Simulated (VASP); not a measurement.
Set up this calculation in VASP 6.6.1, as the native input.

- Task: single point
- Functional: r2SCAN
- Potentials or basis: VASP PAW PBE potentials, release 64 (Mg, H)
- Cutoff: 520 eV
- k mesh: 8 × 8 × 8
- Occupations: gaussian, width 0.01 eV
- Spin: no spin polarisation
- Dipole correction: no
- Further INCAR settings: ALGO = Normal; EDIFF = 1e-06; NBANDS = 13

MgH2:

```
CELL_PARAMETERS angstrom
-1.85206 1.85206 4.59777
1.85206 -1.85206 4.59777
1.85206 1.85206 -4.59777
ATOMIC_POSITIONS crystal
Mg 0.75000 0.25000 0.50000
Mg 0.00000 0.00000 0.00000
H 0.53982 0.03982 0.50000
H 0.78982 0.78982 0.00000
H 0.21018 0.21018 0.00000
H 0.96018 0.46018 0.50000
```

One way to write it, as run:

POSCAR

```
MgH2
1.0
   -1.8520605465      1.8520605465      4.5977718420
    1.8520605465     -1.8520605465      4.5977718420
    1.8520605465      1.8520605465     -4.5977718420
Mg H
2 4
Direct
    0.7500000000      0.2500000000      0.5000000000
    0.0000000000      0.0000000000      0.0000000000
    0.5398169929      0.0398169929      0.5000000000
    0.7898169929      0.7898169929      0.0000000000
    0.2101830071      0.2101830071      0.0000000000
    0.9601830071      0.4601830071      0.5000000000
```

INCAR.step1

```
  PREC = Accurate
  ENCUT = 520
  ISMEAR = 0
  SIGMA = 0.01
  LREAL = False
  LASPH = True
  NELM = 100
  NBANDS = 13
  GGA = PE
  ALGO = Normal
  EDIFF = 1E-4
  LWAVE = True
  LCHARG = False
```

INCAR.step2

```
  PREC = Accurate
  ENCUT = 520
  EDIFF = 1E-6
  ISMEAR = 0
  SIGMA = 0.01
  LREAL = False
  LASPH = True
  NELM = 100
  ALGO = Normal
  ISIF = 2
  LWAVE = False
  LCHARG = True
  METAGGA = R2SCAN
  LMIXTAU = True
  LELF = True
  LVHAR = True
  NBANDS = 13
  ISTART = 1
```

KPOINTS

```
regular mesh
0
Gamma
  8 8 8
```

Potentials or basis: VASP PAW PBE potentials, release 64 (Mg, H).

Run with:

```bash
$ cat potpaw_PBE.64/Mg/POTCAR potpaw_PBE.64/H/POTCAR > POTCAR
$ cp INCAR.step1 INCAR
$ mpirun -np 1 vasp_std > vasp.out
$ cp INCAR.step2 INCAR
$ mpirun -np 1 vasp_std > vasp.out
```

Results of the run:

```
Pressure               : 2.9 GPa
Largest force          : 0.057 eV/Å
Band gap on the k mesh : 4.14 eV (least direct gap 5.31 eV)
```

Caveat: the PAW data sets were made with another functional, which shifts forces and pressure a little.

Wall time 2.5 min on 1 thread of Intel(R) Xeon(R) 6975P-C (Granite Rapids), on a shared host, peak memory 0.27 GiB.
